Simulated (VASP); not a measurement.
# SnTe (Fm-3m) in VASP: a series of runs

The runs below take SnTe through relaxation of cell and atoms, with PBE.

All numbers are computed with VASP 6.6.1; they aren't measurements. Logs are shortened: lines on timing, memory, paths and dates and some standing lists are left out, and cuts for length are marked.

**1. The cell of the first run**

Symmetry: Fm-3m, No. 225, cubic system. Conventional cell: a = 6.302 Å, b = 6.302 Å, c = 6.302 Å, α = 90.00°, β = 90.00°, γ = 90.00°. Sn (site symmetry m-3m) has 6 Te at 3.15 Å within 4.1 Å. Te (site symmetry m-3m) has 6 Sn at 3.15 Å within 4.1 Å.

**2. Relaxation of cell and atoms, PBE**

The input, INCAR:

```
SYSTEM = SnTe
  ALGO = Normal
  EDIFF = 1E-7
  EDIFFG = -0.01
  ENCUT = 500
  GGA = PE
  GGA_COMPAT = .False.
  IBRION = 2
  ISIF = 3
  ISMEAR = -1
  LASPH = .True.
  LCHARG = .False.
  LREAL = .False.
  LWAVE = .False.
  NELM = 120
  NELMIN = 4
  NSW = 80
  PREC = Accurate
  SIGMA = 0.05
```

The input, KPOINTS:

```
k-points
0
Gamma
  6 6 6
  0 0 0
```

The input, POSCAR:

```
SnTe
1.0
    0.0000000000      3.1508500000      3.1508500000
    3.1508500000      0.0000000000      3.1508500000
    3.1508500000      3.1508500000      0.0000000000
Sn Te
1 1
Direct
    0.0000000000      0.0000000000      0.0000000000
    0.5000000000      0.5000000000      0.5000000000
```

Potentials or basis: VASP PAW PBE potentials, release 64 (Sn_d, Te).

The run is started by

```bash
$ cat potpaw_PBE.64/Sn_d/POTCAR potpaw_PBE.64/Te/POTCAR > POTCAR
$ mpirun -np 1 vasp_std > vasp.out
```

OUTCAR:

```text
SYSTEM = SnTe
   EDIFF = 1E-7
   EDIFFG = -0.01
   ENCUT = 500
   GGA = PE
   IBRION = 2
   ISIF = 3
   ISMEAR = -1
   LASPH = .True.
   LREAL = .False.
   NELM = 120
   NELMIN = 4
   NSW = 80
   PREC = Accurate

 ion  position               nearest neighbor table
   1  0.000  0.000  0.000-   2 3.15   2 3.15   2 3.15   2 3.15   2 3.15   2 3.15
   2  0.500  0.500  0.500-   1 3.15   1 3.15   1 3.15   1 3.15   1 3.15   1 3.15

  LATTYP: Found a face centered cubic cell.
 ALAT       =     6.3017000000

  Lattice vectors:

 A1 = (   0.0000000000,   3.1508500000,   3.1508500000)
 A2 = (   3.1508500000,   0.0000000000,   3.1508500000)
 A3 = (   3.1508500000,   3.1508500000,   0.0000000000)

Analysis of symmetry for initial positions (statically):
=====================================================================
 Subroutine PRICEL returns:
 Original cell was already a primitive cell.

 Routine SETGRP: Setting up the symmetry group for a
 face centered cubic supercell.

 Subroutine GETGRP returns: Found 48 space group operations
 (whereof 48 operations were pure point group operations)
 out of a pool of 48 trial point group operations.

The static configuration has the point symmetry O_h .

Analysis of symmetry for dynamics (positions and initial velocities):
=====================================================================
 Subroutine PRICEL returns:
 Original cell was already a primitive cell.

 Routine SETGRP: Setting up the symmetry group for a
 face centered cubic supercell.

 Subroutine GETGRP returns: Found 48 space group operations
 (whereof 48 operations were pure point group operations)
 out of a pool of 48 trial point group operations.

The dynamic configuration has the point symmetry O_h .

 Subroutine INISYM returns: Found 48 space group operations
 (whereof 48 operations are pure point group operations),
 and found     1 'primitive' translations

----------------------------------------------------------------------------------------

                                     Primitive cell

  volume of cell :      62.5624

  direct lattice vectors                    reciprocal lattice vectors
     0.000000000  3.150850000  3.150850000    -0.158687338  0.158687338  0.158687338
     3.150850000  0.000000000  3.150850000     0.158687338 -0.158687338  0.158687338
     3.150850000  3.150850000  0.000000000     0.158687338  0.158687338 -0.158687338

  length of vectors
     4.455974803  4.455974803  4.455974803     0.274854533  0.274854533  0.274854533

  position of ions in fractional coordinates (direct lattice)
     0.000000000  0.000000000  0.000000000
     0.500000000  0.500000000  0.500000000

  ion indices of the primitive-cell ions
   primitive index   ion index
                 1           1
                 2           2

----------------------------------------------------------------------------------------

 KPOINTS: k-points

Automatic generation of k-mesh.
 Grid dimensions read from file:
 generate k-points for:    6    6    6

 Generating k-lattice:

  Cartesian coordinates                     Fractional coordinates (reciprocal lattice)
    -0.026447890  0.026447890  0.026447890     0.166666667  0.000000000  0.000000000
     0.026447890 -0.026447890  0.026447890     0.000000000  0.166666667  0.000000000
     0.026447890  0.026447890 -0.026447890     0.000000000  0.000000000  0.166666667

  Length of vectors
     0.045809089  0.045809089  0.045809089

  Shift w.r.t. Gamma in fractional coordinates (k-lattice)
     0.000000000  0.000000000  0.000000000

 Subroutine IBZKPT returns following result:
 ===========================================

 Found     16 irreducible k-points:

 Following reciprocal coordinates:
            Coordinates               Weight
  0.000000  0.000000  0.000000      1.000000
  0.166667  0.000000  0.000000      8.000000
  0.333333  0.000000  0.000000      8.000000
  0.500000  0.000000  0.000000      4.000000
  0.166667  0.166667  0.000000      6.000000
  0.333333  0.166667  0.000000     24.000000
[... 8 lines left out ...]
 -0.333333  0.333333  0.166667     24.000000
 -0.333333  0.500000  0.166667     12.000000
   k-points           NKPTS =     16   k-points in BZ     NKDIM =     16   number of bands    NBANDS=     14
   number of dos      NEDOS =    301   number of ions     NIONS =      2
   total plane-waves  NPLWV =  32768
   dimension x,y,z NGX =    32 NGY =   32 NGZ =   32
   dimension x,y,z NGXF=    64 NGYF=   64 NGZF=   64
   ions per type =               1   1
   NGX,Y,Z   is equivalent  to a cutoff of  11.94, 11.94, 11.94 a.u.
   NGXF,Y,Z  is equivalent  to a cutoff of  23.88, 23.88, 23.88 a.u.
 SYSTEM =  SnTe
   PREC   = accura    normal or accurate (medium, high low for compatibility)
   ISTART =      0    job   : 0-new  1-cont  2-samecut
   ICHARG =      2    charge: 1-file 2-atom 10-const
   ISPIN  =      1    spin polarized calculation?
   LNONCOLLINEAR =      F non collinear calculations
[... 21 lines left out ...]
   IALGO  =     38    algorithm
   IMIX   =      4    mixing-type and parameters
     AMIX     =   0.40;   BMIX     =  1.00
     AMIX_MAG =   1.60;   BMIX_MAG =  1.00
  volume/ion in A,a.u.               =      31.28       211.10
  Fermi-wavevector in a.u.,A,eV,Ry     =   1.119387  2.115336 17.048485  1.253028
  Thomas-Fermi vector in A             =   2.256026
   LORBIT       =      0    0 simple, 1 ext, 2 COOP (PROOUT), +10 PAW based schemes
   GGA     = PE    functional components
   LHFCALC =     F    Hartree Fock is set to
   AEXX    =    0.0000 exact exchange contribution
   IVDW    =     0    specifies the selected vdW correction
   LEPSILON=     F    determine dielectric tensor
   LRPA    =     F    only Hartree local field effects (RPA)
 conjugate gradient relaxation of ions
 non-spin polarized calculation
  energy-cutoff  :      500.00
  volume of cell :       62.56
 maximum number of plane-waves:      1639
   NGX = 17   NGY = 17   NGZ = 17

--------------------------------------- Ionic step        1  -------------------------------------------

 number of electron      20.0000011 magnetization

 Free energy of the ion-electron system (eV)
  ---------------------------------------------------
  ext. energy  EPLUGINS =         0.00000000
  ---------------------------------------------------
  free energy    TOTEN  =        -7.54357154 eV

  energy without entropy =       -7.54132700  energy(sigma->0) =       -7.54244927

------------------------ aborting loop because EDIFF is reached ----------------------------------------

  FORCE on cell =-STRESS in cart. coord.  units (eV):
  Direction    XX          YY          ZZ          XY          YZ          ZX
  --------------------------------------------------------------------------------------
  -------------------------------------------------------------------------------------
  Total        0.8892304      0.8892304      0.8892304      0.0000000      0.0000000      0.0000000
  in kB       22.7725513     22.7725513     22.7725513      0.0000000      0.0000000      0.0000000
  external PRESSURE =      22.7725513 kB  Pullay stress =       0.0000000 kB

 VOLUME and BASIS-vectors are now :
 -----------------------------------------------------------------------------
  energy-cutoff  :      500.00
  volume of cell :       62.56
      direct lattice vectors                 reciprocal lattice vectors
     0.000000000  3.150850000  3.150850000    -0.158687338  0.158687338  0.158687338
     3.150850000  0.000000000  3.150850000     0.158687338 -0.158687338  0.158687338
     3.150850000  3.150850000  0.000000000     0.158687338  0.158687338 -0.158687338
[... 37 lines left out ...]
 POSITION                                       TOTAL-FORCE (eV/Angst)
 -----------------------------------------------------------------------------------
      0.00000      0.00000      0.00000         0.000000     -0.000000      0.000000
      3.21843      3.21843      3.21843        -0.000000      0.000000     -0.000000
 -----------------------------------------------------------------------------------
    total drift:                                0.000000     -0.000000     -0.000000

  FREE ENERGIE OF THE ION-ELECTRON SYSTEM (eV)
  ---------------------------------------------------
  free  energy   TOTEN  =        -7.5643314177 eV

  energy  without entropy=       -7.5620618940  energy(sigma->0) =       -7.56319666

--------------------------------------- Ionic step        3  -------------------------------------------

 number of electron      19.9999989 magnetization

 Free energy of the ion-electron system (eV)
  ---------------------------------------------------
  ext. energy  EPLUGINS =         0.00000000
  ---------------------------------------------------
  free energy    TOTEN  =        -7.56564934 eV

  energy without entropy =       -7.56318120  energy(sigma->0) =       -7.56441527

 E-fermi :   6.3525     XC(G=0):  -9.2704

 val. band max:        6.3276779241   @ k =   0.5000   0.0000   0.0000
 cond. band min:       6.3773455947   @ k =   0.5000   0.0000   0.0000
 fundamental gap:      0.0496676706
 Fermi energy:         6.3524878402

 k-point     1 :       0.0000    0.0000    0.0000
  band No.  band energies     occupation
      1     -15.5602      2.00000
      2     -15.5602      2.00000
      3     -15.5569      2.00000
      4     -15.5569      2.00000
      5     -15.5569      2.00000
      6      -6.1029      2.00000
      7       1.4618      2.00000
      8       4.3275      2.00000
      9       4.3275      2.00000
     10       4.3275      2.00000
     11       9.5740      0.00000
     12       9.5740      0.00000
     13       9.5740      0.00000
     14      11.1763      0.00000

 k-point     2 :       0.1667    0.0000    0.0000
  band No.  band energies     occupation
      1     -15.5610      2.00000
      2     -15.5610      2.00000
      3     -15.5565      2.00000
      4     -15.5556      2.00000
      5     -15.5556      2.00000
      6      -5.8896      2.00000
      7       0.5194      2.00000
      8       4.3704      2.00000
      9       4.3704      2.00000
     10       4.9409      2.00000
[... 262 lines left out ...]
 POSITION                                       TOTAL-FORCE (eV/Angst)
 -----------------------------------------------------------------------------------
      0.00000      0.00000      0.00000         0.000000      0.000000     -0.000000
      3.20462      3.20462      3.20462        -0.000000     -0.000000      0.000000
 -----------------------------------------------------------------------------------
    total drift:                                0.000000     -0.000000     -0.000000

  FREE ENERGIE OF THE ION-ELECTRON SYSTEM (eV)
  ---------------------------------------------------
  free  energy   TOTEN  =        -7.5656493448 eV

  energy  without entropy=       -7.5631812028  energy(sigma->0) =       -7.56441527

 reached required accuracy - stopping structural energy minimisation
```

It took 16 s on 1 thread of Intel Xeon 6975P-C (Granite Rapids), shared host; peak memory 0.18 GiB.

Results:

- Free energy: -7.5656 eV
- Relaxed volume: 32.91 Å³/atom
- Relaxed cell: a = 4.532 Å, b = 4.532 Å, c = 4.532 Å, α = 60.00°, β = 60.00°, γ = 60.00°
- Space group after relaxing (to 0.05 Å): Fm-3m (No. 225)
- Energy gained by relaxing: 11.0 meV/atom
- Ionic steps: 3
- Pressure after relaxing: 0.0 GPa
- Band gap on the k mesh: 0.05 eV, direct

The path:
```tsv
step	energy change (eV)	largest force (eV/Å)	pressure (GPa)	volume (Å³)
1	0.0000	0.0000	2.28	62.56
2	-0.0208	0.0000	-0.49	66.68
3	-0.0221	0.0000	0.00	65.82
```

Final structure:
```
CELL_PARAMETERS angstrom
0.00000 3.20462 3.20462
3.20462 0.00000 3.20462
3.20462 3.20462 0.00000
ATOMIC_POSITIONS crystal
Sn 0.00000 0.00000 0.00000
Te 0.50000 0.50000 0.50000
```

Levels at points of the mesh, in eV from the valence-band top:
| k point | band 8 | band 9 | band 10 | band 11 | band 12 | band 13 |
| --- | --- | --- | --- | --- | --- | --- |
| (0.00, 0.00, 0.00) | -2.00 | -2.00 | -2.00 | 3.25 | 3.25 | 3.25 |
| (0.50, 0.00, 0.00) | -1.68 | -1.68 | 0.00 | 0.05 | 0.45 | 0.45 |
| (0.50, 0.50, 0.00) | -5.22 | -3.49 | -3.49 | 2.38 | 4.69 | 4.69 |

Caveat: spin-orbit coupling is left out, which moves the levels of the heavy elements. Zero-point motion and thermal expansion aren't in these numbers.

**3. Relaxation of cell and atoms, PBE, target pressure 5 GPa, at which the enthalpy is minimised**

The input, INCAR:

```
PREC = Accurate ; ENCUT = 500
EDIFF = 1E-7 ; ISMEAR = -1
SIGMA = 0.05 ; LREAL = False
LASPH = True ; NELM = 120
ALGO = Normal ; ISIF = 3
LWAVE = False ; LCHARG = False
GGA = PE ; IBRION = 2
NSW = 80 ; EDIFFG = -0.01
PSTRESS = 50.0 ; GGA_COMPAT = False
NELMIN = 4
```

The input, KPOINTS:

```
Automatic mesh
0
Gamma
  6 6 6
```

POSCAR is that of step 2.

Potentials or basis: VASP PAW PBE potentials, release 64 (Sn_d, Te).

The run is started by

```bash
$ cat potpaw_PBE.64/Sn_d/POTCAR potpaw_PBE.64/Te/POTCAR > POTCAR
$ mpirun -np 1 vasp_std > vasp.out
```

Wall time 17 s (1 thread of Intel Xeon 6975P-C (Granite Rapids), shared host); peak memory 0.19 GiB.

It converged, with:

- Free energy: -7.4777 eV
- Relaxed volume: 29.80 Å³/atom
- Relaxed cell: a = 4.385 Å, b = 4.385 Å, c = 4.385 Å, α = 60.00°, β = 60.00°, γ = 60.00°
- Space group after relaxing (to 0.05 Å): Fm-3m (No. 225)
- Energy change on relaxing (the enthalpy is what falls): +32.9 meV/atom
- Ionic steps: 3
- Pressure after relaxing: 5.0 GPa
- Band gap on the k mesh: 0.25 eV, direct

Step by step:
| step | energy change (eV) | largest force (eV/Å) | pressure (GPa) | volume (Å³) |
| --- | --- | --- | --- | --- |
| 1 | 0.0000 | 0.0000 | 2.28 | 62.56 |
| 2 | 0.1305 | 0.0000 | 6.98 | 57.87 |
| 3 | 0.0659 | 0.0000 | 5.03 | 59.61 |

Final structure:
```
Sn Te
1.0
     0.00000    3.10045    3.10045
     3.10045    0.00000    3.10045
     3.10045    3.10045    0.00000
Sn Te
1 1
Direct
  0.00000 0.00000 0.00000
  0.50000 0.50000 0.50000
```

Levels at points of the mesh, in eV from the valence-band top:
```tsv
k point	band 6	band 7	band 8	band 9	band 10	band 11	band 12	band 13	band 14
(0.00, 0.00, 0.00)	-13.15	-4.46	-2.26	-2.26	-2.26	3.47	3.47	3.47	4.68
(0.50, 0.00, 0.00)	-11.74	-8.59	-1.90	-1.90	0.00	0.25	0.31	0.31	7.93
(0.50, 0.50, 0.00)	-11.39	-6.49	-5.91	-3.96	-3.96	2.00	5.19	5.19	6.79
```

Caveat: the cell is relaxed towards a set pressure, so the enthalpy falls and the energy may rise; spin-orbit coupling is left out, which moves the levels of the heavy elements. A k mesh can miss the band edges.

**4. Relaxation of cell and atoms, PBE, target pressure 10 GPa, at which the enthalpy is minimised**

The input, INCAR:

```
SYSTEM = SnTe
PREC = Accurate ; ENCUT = 500
EDIFF = 1E-7 ; ISMEAR = -1
SIGMA = 0.05 ; LREAL = .FALSE.
LASPH = .TRUE. ; NELM = 120
ALGO = Normal ; ISIF = 3
LWAVE = .FALSE. ; LCHARG = .FALSE.
GGA = PE ; IBRION = 2
NSW = 80 ; EDIFFG = -0.01
PSTRESS = 100.0 ; GGA_COMPAT = .FALSE.
NELMIN = 4
```

The input, KPOINTS:

```
Automatic mesh
0
G
  6 6 6
  0 0 0
```

POSCAR is that of step 3.

The run is started by

```bash
$ cat potpaw_PBE.64/Sn_d/POTCAR potpaw_PBE.64/Te/POTCAR > POTCAR
$ mpirun -np 1 vasp_std > vasp.out
```

Run time: 19 s. Hardware: 1 thread of Intel Xeon 6975P-C (Granite Rapids), shared host; peak memory 0.19 GiB.

Results (log left out):

* Free energy: -7.2964 eV
* Relaxed volume: 27.83 Å³/atom
* Relaxed cell: a = 4.286 Å, b = 4.286 Å, c = 4.286 Å, α = 60.00°, β = 60.00°, γ = 60.00°
* Space group after relaxing (to 0.05 Å): Fm-3m (No. 225)
* Energy change on relaxing (the enthalpy is what falls): +123.6 meV/atom
* Ionic steps: 3
* Pressure after relaxing: 10.0 GPa
* Band gap on the k mesh: 0.23 eV, direct

Step by step:
| step | energy change (eV) | largest force (eV/Å) | pressure (GPa) | volume (Å³) |
| --- | --- | --- | --- | --- |
| 1 | 0.0000 | 0.0000 | 2.28 | 62.56 |
| 2 | 0.7739 | 0.0000 | 20.18 | 49.88 |
| 3 | 0.2472 | 0.0000 | 9.97 | 55.65 |

Final structure:
```
Sn Te
1.0
     0.00000    3.03034    3.03034
     3.03034    0.00000    3.03034
     3.03034    3.03034    0.00000
Sn Te
1 1
Direct
  0.00000 0.00000 0.00000
  0.50000 0.50000 0.50000
```

Levels at points of the mesh, in eV from the valence-band top:
```tsv
k point	band 6	band 7	band 8	band 9	band 10	band 11	band 12	band 13	band 14
(0.00, 0.00, 0.00)	-13.67	-4.09	-2.40	-2.40	-2.40	3.66	3.66	3.66	4.59
(0.50, 0.00, 0.00)	-12.06	-8.97	-2.02	-2.02	0.00	0.23	0.23	0.48	8.17
(0.50, 0.50, 0.00)	-11.63	-6.51	-6.39	-4.28	-4.28	1.75	5.60	5.60	7.40
```

Caveat: the cell is relaxed towards a set pressure, so the enthalpy falls and the energy may rise; spin-orbit coupling is left out, which moves the levels of the heavy elements. A k mesh can miss the band edges.

**5. Relaxation of cell and atoms, PBE, target pressure 20 GPa, at which the enthalpy is minimised**

The input, INCAR:

```
SYSTEM = SnTe
PREC = Accurate
ENCUT = 500
EDIFF = 1E-7
ISMEAR = -1
SIGMA = 0.05
LREAL = .False.
LASPH = .True.
NELM = 120
ALGO = Normal
ISIF = 3
LWAVE = .False.
LCHARG = .False.
GGA = PE
IBRION = 2
NSW = 80
EDIFFG = -0.01
PSTRESS = 200.0
GGA_COMPAT = .False.
NELMIN = 4
```

The input, KPOINTS:

```
Automatic mesh
0
Gamma
  6 6 6
  0 0 0
```

POSCAR is that of step 4.

The run is started by

```bash
$ cat potpaw_PBE.64/Sn_d/POTCAR potpaw_PBE.64/Te/POTCAR > POTCAR
$ mpirun -np 1 vasp_std > vasp.out
```

It took 35 s on 1 thread of Intel Xeon 6975P-C (Granite Rapids), shared host; peak memory 0.19 GiB.

The run converged. Its results:

```
Free energy                                            : -6.7763 eV
Relaxed volume                                         : 24.97 Å³/atom
Relaxed cell                                           : a = 4.133 Å, b = 4.133 Å, c = 4.133 Å, α = 60.00°, β = 60.00°, γ = 60.00°
Space group after relaxing (to 0.05 Å)                 : Fm-3m (No. 225)
Energy change on relaxing (the enthalpy is what falls) : +383.6 meV/atom
Ionic steps                                            : 5
Pressure after relaxing                                : 20.0 GPa
Band gap on the k mesh                                 : zero (band 10 reaches 10.32 eV, above the bottom of band 11 at 10.05 eV)
```

The path:
| step | energy change (eV) | largest force (eV/Å) | pressure (GPa) | volume (Å³) |
| --- | --- | --- | --- | --- |
| 1 | 0.0000 | 0.0000 | 2.28 | 62.56 |
| 2 | 4.8898 | 0.0000 | 91.96 | 36.17 |
| 3 | 0.6278 | 0.0000 | 17.35 | 51.13 |
| 4 | 0.7215 | 0.0000 | 19.14 | 50.31 |
| 5 | 0.7672 | 0.0000 | 20.05 | 49.93 |

Final structure:
```
Sn Te
1.0
     0.00000    2.92270    2.92270
     2.92270    0.00000    2.92270
     2.92270    2.92270    0.00000
Sn Te
1 1
Direct
  0.00000 0.00000 0.00000
  0.50000 0.50000 0.50000
```

Levels at points of the mesh, in eV from the Fermi level:
```tsv
k point	band 8	band 9	band 10	band 11	band 12	band 13
(0.00, 0.00, 0.00)	-2.98	-2.98	-2.98	3.63	3.63	3.63
(0.50, 0.00, 0.00)	-2.56	-2.56	-0.33	-0.24	-0.24	0.53
(0.50, 0.50, 0.00)	-6.88	-5.14	-5.14	1.01	5.94	5.94
```

Caveat: the cell is relaxed towards a set pressure, so the enthalpy falls and the energy may rise; the volume moved by over 15 % at a fixed basis, so the end points are rough; spin-orbit coupling is left out, which moves the levels of the heavy elements.

**6. Summary**

```csv
cell,gap on the mesh (eV),pressure (GPa)
relaxed,0.05,0.0
relaxed to 5 GPa,0.25,5.0
relaxed to 10 GPa,0.23,10.0
relaxed to 20 GPa,none,20.0
```

Alike in all rows: task relaxation of cell and atoms; level PBE; potentials or basis VASP PAW PBE potentials, release 64 (Sn_d, Te); no spin polarisation; k mesh 6 × 6 × 6; cutoff (eV) 500; smearing fermi-dirac 0.05 eV.

Caveats: spin-orbit coupling is left out, which moves the levels of the heavy elements; the cell is relaxed towards a set pressure, so the enthalpy falls and the energy may rise (some runs); the volume moved by over 15 % at a fixed basis, so the end points are rough (some runs).

Total energies depend on the potentials used, so only differences within one code and one set of settings carry meaning.
